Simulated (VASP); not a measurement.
# TaN (Fm-3m) in VASP: settings compared

Aim: see how the results for TaN move with the level of theory and the settings. Levels: PBE, LDA, r2SCAN. Tasks: single point.

Program: VASP 6.6.1. These are calculated values, not measurements. Logs are shortened: lines on timing, memory, paths and dates and some standing lists are left out, and cuts for length are marked.

## 1. The cell of the first run

The structure is cubic, space group Fm-3m (No. 225). Conventional cell: a = 4.358 Å, b = 4.358 Å, c = 4.358 Å, α = 90.00°, β = 90.00°, γ = 90.00°. Within 2.9 Å of Ta (site symmetry m-3m) lie 6 N at 2.18 Å. Within 2.9 Å of N (site symmetry m-3m) lie 6 Ta at 2.18 Å.

## 2. Single point, PBE, non-collinear spin, zero start, spin-orbit coupling

Input file INCAR:

```
SYSTEM = TaN
  PREC = Accurate
  ENCUT = 520
  EDIFF = 1E-6
  ISMEAR = -1
  SIGMA = 0.02
  LREAL = .False.
  LASPH = .True.
  NELM = 150
  ALGO = Normal
  ISIF = 2
  LWAVE = .False.
  LCHARG = .True.
  LNONCOLLINEAR = .True.
  MAGMOM = 0 0 0 0 0 0
  LORBIT = 11
  LSORBIT = .True.
  GGA_COMPAT = .False.
  LORBMOM = .True.
  LMAXMIX = 4
  GGA = PE
  LVHAR = .True.
  NBANDS = 28
```

Input file KPOINTS:

```
regular mesh
0
Gamma
  9 9 9
  0 0 0
```

Input file POSCAR:

```
TaN
1.0
    0.0000000000      2.1790000000      2.1790000000
    2.1790000000      0.0000000000      2.1790000000
    2.1790000000      2.1790000000      0.0000000000
Ta N
1 1
Direct
    0.5000000000      0.5000000000      0.5000000000
    0.0000000000      0.0000000000      0.0000000000
```

Potentials or basis: VASP PAW PBE potentials, release 64 (Ta_pv, N).

Launch:

```bash
cat potpaw_PBE.64/Ta_pv/POTCAR potpaw_PBE.64/N/POTCAR > POTCAR
mpirun -np 1 vasp_ncl > vasp.out
```

OUTCAR:

```text
SYSTEM = TaN
   PREC = Accurate
   ENCUT = 520
   EDIFF = 1E-6
   ISMEAR = -1
   LREAL = .False.
   LASPH = .True.
   NELM = 150
   ISIF = 2
   LNONCOLLINEAR = .True.
   LORBIT = 11
   LSORBIT = .True.
   GGA = PE

 ion  position               nearest neighbor table
   1  0.500  0.500  0.500-   2 2.18   2 2.18   2 2.18   2 2.18   2 2.18   2 2.18
   2  0.000  0.000  0.000-   1 2.18   1 2.18   1 2.18   1 2.18   1 2.18   1 2.18

  LATTYP: Found a face centered cubic cell.
 ALAT       =     4.3580000000

  Lattice vectors:

 A1 = (   0.0000000000,   2.1790000000,   2.1790000000)
 A2 = (   2.1790000000,   0.0000000000,   2.1790000000)
 A3 = (   2.1790000000,   2.1790000000,   0.0000000000)

Analysis of symmetry for initial positions (statically):
=====================================================================
 Subroutine PRICEL returns:
 Original cell was already a primitive cell.

 Routine SETGRP: Setting up the symmetry group for a
 face centered cubic supercell.

 Subroutine GETGRP returns: Found 48 space group operations
 (whereof 48 operations were pure point group operations)
 out of a pool of 48 trial point group operations.

The static configuration has the point symmetry O_h .

Analysis of symmetry for dynamics (positions and initial velocities):
=====================================================================
 Subroutine PRICEL returns:
 Original cell was already a primitive cell.

 Routine SETGRP: Setting up the symmetry group for a
 face centered cubic supercell.

 Subroutine GETGRP returns: Found 48 space group operations
 (whereof 48 operations were pure point group operations)
 out of a pool of 48 trial point group operations.

The dynamic configuration has the point symmetry O_h .

Analysis of structural, dynamic, and magnetic symmetry:
=====================================================================
 Subroutine PRICEL returns:
 Original cell was already a primitive cell.

 Routine SETGRP: Setting up the symmetry group for a
 face centered cubic supercell.

 Subroutine GETGRP returns: Found 48 space group operations
 (whereof 48 operations were pure point group operations)
 out of a pool of 48 trial point group operations.

The overall configuration has the point symmetry O_h .

 Subroutine INISYM returns: Found 48 space group operations
 (whereof 48 operations are pure point group operations),
 and found     1 'primitive' translations

----------------------------------------------------------------------------------------

                                     Primitive cell
[... 918 lines left out ...]
    total drift:                               -0.000000     -0.000000     -0.000000

  FREE ENERGIE OF THE ION-ELECTRON SYSTEM (eV)
  ---------------------------------------------------
  free  energy   TOTEN  =       -22.4537341805 eV

  energy  without entropy=      -22.4520367511  energy(sigma->0) =      -22.45288547

 orbital moment (x)

 # of ion     p       d       tot
 ----------------------------------------
  1         0.000  -0.000  -0.000
  2         0.000   0.000   0.000
 ----------------------------------------
            0.000  -0.000  -0.000

 orbital moment (y)

 # of ion     p       d       tot
 ----------------------------------------
  1         0.000  -0.000  -0.000
  2         0.000   0.000   0.000
 ----------------------------------------
            0.000  -0.000  -0.000

 orbital moment (z)

 # of ion     p       d       tot
 ----------------------------------------
  1         0.000   0.000   0.000
  2         0.000   0.000   0.000
 ----------------------------------------
            0.000   0.000   0.000

 Spin-Orbit-Coupling matrix elements

 Ion:    1  E_soc:     -1.3186326
 l=   1
     0.0000000    -0.2024795    -0.2024795
    -0.2024795     0.0000000    -0.2024795
    -0.2024795    -0.2024795     0.0000000
 l=   2
     0.0000000    -0.0052316     0.0000000    -0.0052316    -0.0120611
    -0.0052316     0.0000000    -0.0090458    -0.0052316    -0.0030153
     0.0000000    -0.0090458     0.0000000    -0.0090458     0.0000000
    -0.0052316    -0.0052316    -0.0090458     0.0000000    -0.0030153
    -0.0120611    -0.0030153     0.0000000    -0.0030153     0.0000000
 l=   3
     0.0000000     0.0000000     0.0000000     0.0000000     0.0000000     0.0000000     0.0000000
     0.0000000     0.0000000     0.0000000     0.0000000     0.0000000     0.0000000     0.0000000
     0.0000000     0.0000000     0.0000000     0.0000000     0.0000000     0.0000000     0.0000000
     0.0000000     0.0000000     0.0000000     0.0000000     0.0000000     0.0000000     0.0000000
     0.0000000     0.0000000     0.0000000     0.0000000     0.0000000     0.0000000     0.0000000
     0.0000000     0.0000000     0.0000000     0.0000000     0.0000000     0.0000000     0.0000000
     0.0000000     0.0000000     0.0000000     0.0000000     0.0000000     0.0000000     0.0000000

 Ion:    2  E_soc:     -0.0004447
 l=   1
     0.0000000    -0.0000741    -0.0000741
    -0.0000741     0.0000000    -0.0000741
    -0.0000741    -0.0000741     0.0000000
 l=   2
     0.0000000     0.0000000     0.0000000     0.0000000     0.0000000
     0.0000000     0.0000000     0.0000000     0.0000000     0.0000000
     0.0000000     0.0000000     0.0000000     0.0000000     0.0000000
     0.0000000     0.0000000     0.0000000     0.0000000     0.0000000
     0.0000000     0.0000000     0.0000000     0.0000000     0.0000000
 l=   3
     0.0000000     0.0000000     0.0000000     0.0000000     0.0000000     0.0000000     0.0000000
     0.0000000     0.0000000     0.0000000     0.0000000     0.0000000     0.0000000     0.0000000
     0.0000000     0.0000000     0.0000000     0.0000000     0.0000000     0.0000000     0.0000000
     0.0000000     0.0000000     0.0000000     0.0000000     0.0000000     0.0000000     0.0000000
     0.0000000     0.0000000     0.0000000     0.0000000     0.0000000     0.0000000     0.0000000
     0.0000000     0.0000000     0.0000000     0.0000000     0.0000000     0.0000000     0.0000000
     0.0000000     0.0000000     0.0000000     0.0000000     0.0000000     0.0000000     0.0000000

 total charge

# of ion       s       p       d       tot
------------------------------------------
    1        0.281   6.238   2.496   9.015
    2        1.232   2.562   0.000   3.794
--------------------------------------------------
tot          1.513   8.799   2.496  12.809

 magnetization (x)

# of ion       s       p       d       tot
------------------------------------------
    1        0.000   0.000   0.000   0.000
    2        0.000   0.000   0.000   0.000
--------------------------------------------------
tot          0.000   0.000   0.000   0.000

 magnetization (y)

# of ion       s       p       d       tot
------------------------------------------
    1        0.000   0.000   0.000   0.000
    2        0.000   0.000   0.000   0.000
--------------------------------------------------
tot          0.000   0.000   0.000   0.000

 magnetization (z)

# of ion       s       p       d       tot
------------------------------------------
    1       -0.000   0.000  -0.000  -0.000
    2        0.000   0.000   0.000   0.000
--------------------------------------------------
tot         -0.000   0.000  -0.000  -0.000
```

It took 17 s on 1 thread of Intel Xeon 6975P-C (Granite Rapids), shared host; peak memory 0.21 GiB.

What came out:

- Free energy: -22.4537 eV
- Pressure: 16.1 GPa
- Net moment: 0.00 μB per cell
- Valence electrons inside the program's atomic spheres: Ta 9.02; N 3.79

Moments on the atoms (μB; x, y, z):
```
Ta  0.00 0.00 0.00
N   0.00 0.00 0.00
```

## 3. Single point, LDA (functional lda, volume scaled by 0.96)

Input file INCAR:

```
SYSTEM = TaN
ALGO     = Normal         ! electronic algorithm
EDIFF    = 1E-6           ! SCF threshold, eV
ENCUT    = 600            ! plane-wave cutoff, eV
GGA      = CA             ! functional
GGA_COMPAT= .False.      
ISIF     = 2              ! what is computed and relaxed
ISMEAR   = -1             ! smearing method
LASPH    = .True.         ! aspherical terms in the spheres
LCHARG   = .False.        ! write CHGCAR
LREAL    = .False.        ! projectors in reciprocal space
LWAVE    = .False.        ! write WAVECAR
NBANDS   = 15             ! bands
NELM     = 120            ! most SCF steps
PREC     = Accurate       ! precision mode
SIGMA    = 0.02           ! smearing width, eV
```

Input file KPOINTS:

```
k-points
0
Gamma
  9 9 9
  0 0 0
```

Input file POSCAR:

```
TaN
1.0
    0.0000000000      2.1495504440      2.1495504440
    2.1495504440      0.0000000000      2.1495504440
    2.1495504440      2.1495504440      0.0000000000
Ta N
1 1
Direct
    0.5000000000      0.5000000000      0.5000000000
    0.0000000000      0.0000000000      0.0000000000
```

Potentials or basis: VASP PAW LDA potentials, release 64 (Ta_pv, N).

Launch:

```bash
cat potpaw_LDA.64/Ta_pv/POTCAR potpaw_LDA.64/N/POTCAR > POTCAR
mpirun -np 1 vasp_std > vasp.out
```

OUTCAR:

```text
SYSTEM = TaN
   EDIFF = 1E-6
   ENCUT = 600
   GGA = CA
   ISIF = 2
   ISMEAR = -1
   LASPH = .True.
   LREAL = .False.
   NELM = 120
   PREC = Accurate

 ion  position               nearest neighbor table
   1  0.500  0.500  0.500-   2 2.15   2 2.15   2 2.15   2 2.15   2 2.15   2 2.15
   2  0.000  0.000  0.000-   1 2.15   1 2.15   1 2.15   1 2.15   1 2.15   1 2.15

  LATTYP: Found a face centered cubic cell.
 ALAT       =     4.2991008880

  Lattice vectors:

 A1 = (   0.0000000000,   2.1495504440,   2.1495504440)
 A2 = (   2.1495504440,   0.0000000000,   2.1495504440)
[... 609 lines left out ...]
     12      15.4224      0.00000
     13      18.1388      0.00000
     14      19.9866      0.00000
     15      21.7590      0.00000

 [... further k-points ...]
[... 5 lines left out ...]
  --------------------------------------------------------------------------------------
  -------------------------------------------------------------------------------------
  Total        1.9906977      1.9906977      1.9906977      0.0000000      0.0000000      0.0000000
  in kB      160.5620763    160.5620763    160.5620763      0.0000000      0.0000000      0.0000000
  external PRESSURE =     160.5620763 kB  Pullay stress =       0.0000000 kB

 VOLUME and BASIS-vectors are now :
 -----------------------------------------------------------------------------
  energy-cutoff  :      600.00
  volume of cell :       19.86
      direct lattice vectors                 reciprocal lattice vectors
     0.000000000  2.149550444  2.149550444    -0.232606777  0.232606777  0.232606777
     2.149550444  0.000000000  2.149550444     0.232606777 -0.232606777  0.232606777
     2.149550444  2.149550444  0.000000000     0.232606777  0.232606777 -0.232606777

 POSITION                                       TOTAL-FORCE (eV/Angst)
 -----------------------------------------------------------------------------------
      2.14955      2.14955      2.14955         0.000000      0.000000      0.000000
      0.00000      0.00000      0.00000        -0.000000     -0.000000     -0.000000
 -----------------------------------------------------------------------------------
    total drift:                                0.000000     -0.000000     -0.000000

  FREE ENERGIE OF THE ION-ELECTRON SYSTEM (eV)
  ---------------------------------------------------
  free  energy   TOTEN  =       -24.1120697809 eV

  energy  without entropy=      -24.1109799238  energy(sigma->0) =      -24.11152485
```

OSZICAR:

```text
N       E                     dE             d eps       ncg     rms          rms(c)
DAV:   1     0.963750522968E+02    0.96375E+02   -0.97739E+03  1058   0.128E+03
DAV:   2    -0.243788737811E+02   -0.12075E+03   -0.11356E+03  1309   0.322E+02
DAV:   3    -0.271391523602E+02   -0.27603E+01   -0.27478E+01  1169   0.437E+01
DAV:   4    -0.271490876478E+02   -0.99353E-02   -0.99310E-02  1344   0.290E+00
DAV:   5    -0.271491527087E+02   -0.65061E-04   -0.65059E-04  1183   0.199E-01    0.275E+01
DAV:   6    -0.242380167020E+02    0.29111E+01   -0.57910E+00  1113   0.266E+01    0.117E+01
DAV:   7    -0.241519207496E+02    0.86096E-01   -0.39997E-01  1225   0.520E+00    0.778E+00
DAV:   8    -0.241167890714E+02    0.35132E-01   -0.13039E-01  1099   0.289E+00    0.143E+00
DAV:   9    -0.241122918241E+02    0.44972E-02   -0.13054E-02  1099   0.915E-01    0.327E-01
DAV:  10    -0.241121102336E+02    0.18159E-03   -0.65473E-04  1204   0.303E-01    0.107E-01
DAV:  11    -0.241120705930E+02    0.39641E-04   -0.85338E-05  1120   0.926E-02    0.191E-02
DAV:  12    -0.241120697809E+02    0.81206E-06   -0.45642E-06  1064   0.190E-02
   1 F= -.24112070E+02 E0= -.24111525E+02  d E =-.108986E-02
```

It took 17 s on 1 thread of Intel Xeon 8259CL, shared host; peak memory 0.13 GiB.

What came out:

```
Free energy            : -24.1121 eV
Pressure               : 16.1 GPa
Band gap on the k mesh : zero (band 8 reaches 11.93 eV, above the bottom of band 9 at 7.87 eV)
```

Caveat: spin-orbit coupling is left out, which moves the levels of the heavy elements.

## 4. Single point, r2SCAN (functional r2scan, volume scaled by 0.96)

POSCAR is that of step 3.

Input file INCAR.step1:

```
SYSTEM = TaN
PREC = Accurate
ENCUT = 660
ISMEAR = -1
SIGMA = 0.02
LREAL = .False.
LASPH = .True.
NELM = 120
NBANDS = 15
GGA = PE
ALGO = Normal
EDIFF = 1E-5
LWAVE = .True.
LCHARG = .False.
GGA_COMPAT = .False.
```

Input file INCAR.step2:

```
SYSTEM = TaN
PREC = Accurate
ENCUT = 660
EDIFF = 1E-6
ISMEAR = -1
SIGMA = 0.02
LREAL = .False.
LASPH = .True.
NELM = 120
ALGO = Normal
ISIF = 2
LWAVE = .False.
LCHARG = .False.
METAGGA = R2SCAN
LMIXTAU = .True.
NBANDS = 15
ISTART = 1
GGA_COMPAT = .False.
```

Input file KPOINTS:

```
regular mesh
0
Gamma
  9 9 9
  0 0 0
```

Potentials or basis: VASP PAW PBE potentials, release 64 (Ta_pv, N).

Launch:

```bash
cat potpaw_PBE.64/Ta_pv/POTCAR potpaw_PBE.64/N/POTCAR > POTCAR
cp INCAR.step1 INCAR
mpirun -np 1 vasp_std > vasp.out
cp INCAR.step2 INCAR
mpirun -np 1 vasp_std > vasp.out
```

It took 2.1 min on 1 thread of Intel Xeon 8259CL, shared host; peak memory 0.18 GiB.

Results (log left out):

| Property | Result |
| --- | --- |
| Free energy | -59.4973 eV |
| Pressure | 29.8 GPa |
| Band gap on the k mesh | zero (band 8 reaches 12.19 eV, above the bottom of band 9 at 8.04 eV) |

Levels at points of the mesh, in eV from the Fermi level:
| k point | band 6 | band 7 | band 8 | band 9 | band 10 | band 11 |
| --- | --- | --- | --- | --- | --- | --- |
| (0.00, 0.00, 0.00) | -4.25 | -4.25 | -2.26 | -2.26 | -2.26 | 0.24 |

Caveat: the PAW data sets were made with another functional, which shifts forces and pressure a little; spin-orbit coupling is left out, which moves the levels of the heavy elements.

## 5. The runs side by side

| level | potentials or basis | spin | cell | cutoff (eV) | gap on the mesh (eV) | pressure (GPa) |
| --- | --- | --- | --- | --- | --- | --- |
| PBE | VASP PAW PBE potentials, release 64 (Ta_pv, N) | non-collinear, zero start, SOC | a = 3.082 Å, angles 60.0°, 2 atoms | 520 | - | 16.1 |
| LDA | VASP PAW LDA potentials, release 64 (Ta_pv, N) | off | a = 3.040 Å, angles 60.0°, 2 atoms | 600 | none | 16.1 |
| r2SCAN | VASP PAW PBE potentials, release 64 (Ta_pv, N) | off | a = 3.040 Å, angles 60.0°, 2 atoms | 660 | none | 29.8 |

Alike in all rows: task single point; k mesh 9 × 9 × 9; smearing fermi-dirac 0.02 eV.

Caveats: spin-orbit coupling is left out, which moves the levels of the heavy elements (some runs); the PAW data sets were made with another functional, which shifts forces and pressure a little (some runs).

Absolute energies hang on the potentials; compare differences alone.
